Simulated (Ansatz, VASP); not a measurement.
**Two plane-wave programs on Li2S**

```
CELL_PARAMETERS angstrom
0.00000 3.01770 3.01770
3.01770 0.00000 3.01770
3.01770 3.01770 0.00000
ATOMIC_POSITIONS crystal
Li 0.25000 0.25000 0.25000
Li 0.75000 0.75000 0.75000
S 0.00000 0.00000 0.00000
```

Alike in both runs: task single point; functional PBEsol; k mesh 8 × 8 × 8; occupations gaussian, width 0.02 eV; no spin polarisation.

|  | VASP | Ansatz |
| --- | --- | --- |
| version | VASP 6.6.1 | Ansatz 0.2.0 |
| potentials or method | VASP PAW PBE potentials, release 64 (Li_sv, S), cutoff 750 eV | scalar-relativistic, plane waves, PAW |
| valence electrons in the cell | 12 | 12 |

Ansatz gave:

```
gap on the k mesh at the Fermi level (eV) : 3.29
least direct gap on the mesh (eV)         : 3.31
pressure (GPa)                            : -5.6
```

**Question.** What did VASP give for the same quantities?

**Answer.** gap on the k mesh at the Fermi level (eV): 3.29; least direct gap on the mesh (eV): 3.31; pressure (GPa): -5.7.

VASP's potentials were made for PBE, not for PBEsol. With one functional, cell and mesh, what is left measures potentials, basis and numerics.
